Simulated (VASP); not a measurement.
Write the native input for VASP 6.6.1 that does the following.

| Item | Value |
| --- | --- |
| Task | single point |
| Functional | r2SCAN |
| Potentials or basis | VASP PAW PBE potentials, release 64 (Ru_sv) |
| Cutoff | 660 eV |
| k mesh | 20 × 20 × 20 |
| Occupations | gaussian, width 0.05 eV |
| Spin | no spin polarisation |
| Dipole correction | no |
| Further INCAR settings | ALGO = Normal; EDIFF = 1e-06; NBANDS = 14 |

Crystal: Ru.

```
Ru
1.0
    -1.50526    1.50526    1.50526
     1.50526   -1.50526    1.50526
     1.50526    1.50526   -1.50526
Ru
1
Direct
  0.00000 0.00000 0.00000
```

This isn't the form of Ru at room conditions, which is hcp.

One way to write it, as run:

POSCAR

```
Ru
1.0
   -1.5052606682      1.5052606682      1.5052606682
    1.5052606682     -1.5052606682      1.5052606682
    1.5052606682      1.5052606682     -1.5052606682
Ru
1
Direct
    0.0000000000      0.0000000000      0.0000000000
```

INCAR.step1

```
SYSTEM = Ru
PREC     = Accurate       ! precision mode
ENCUT    = 660            ! plane-wave cutoff, eV
ISMEAR   = 0              ! smearing method
SIGMA    = 0.05           ! smearing width, eV
LREAL    = .FALSE.        ! projectors in reciprocal space
LASPH    = .TRUE.         ! aspherical terms in the spheres
NELM     = 120            ! most SCF steps
NBANDS   = 14             ! bands
GGA      = PE             ! functional
ALGO     = Normal         ! electronic algorithm
EDIFF    = 1E-5           ! SCF threshold, eV
LWAVE    = .TRUE.         ! write WAVECAR
LCHARG   = .FALSE.        ! write CHGCAR
GGA_COMPAT= .FALSE.
```

INCAR.step2

```
SYSTEM = Ru
PREC     = Accurate       ! precision mode
ENCUT    = 660            ! plane-wave cutoff, eV
EDIFF    = 1E-6           ! SCF threshold, eV
ISMEAR   = 0              ! smearing method
SIGMA    = 0.05           ! smearing width, eV
LREAL    = .FALSE.        ! projectors in reciprocal space
LASPH    = .TRUE.         ! aspherical terms in the spheres
NELM     = 120            ! most SCF steps
ALGO     = Normal         ! electronic algorithm
ISIF     = 2              ! what is computed and relaxed
LWAVE    = .FALSE.        ! write WAVECAR
LCHARG   = .FALSE.        ! write CHGCAR
METAGGA  = R2SCAN         ! meta-GGA
LMIXTAU  = .TRUE.       
NBANDS   = 14             ! bands
ISTART   = 1            
GGA_COMPAT= .FALSE.
```

KPOINTS

```
Automatic mesh
0
G
  20 20 20
  0 0 0
```

Potentials or basis: VASP PAW PBE potentials, release 64 (Ru_sv).

Launch:

```sh
$ cat potpaw_PBE.64/Ru_sv/POTCAR > POTCAR
$ cp INCAR.step1 INCAR
$ mpirun -np 1 vasp_std > vasp.out
$ cp INCAR.step2 INCAR
$ mpirun -np 1 vasp_std > vasp.out
```

It gave:

```json
{
 "Pressure": "6.8 GPa",
 "Band gap on the k mesh": "zero (bands 8 and 9 overlap by 3.79 eV)"
}
```

Caveat: the cell stands under pressure; the PAW data sets were made with another functional, which shifts forces and pressure a little.

It took 110 s on 1 thread of AMD EPYC 9R45 (Zen 5) (shared host), peak memory 0.16 GiB.
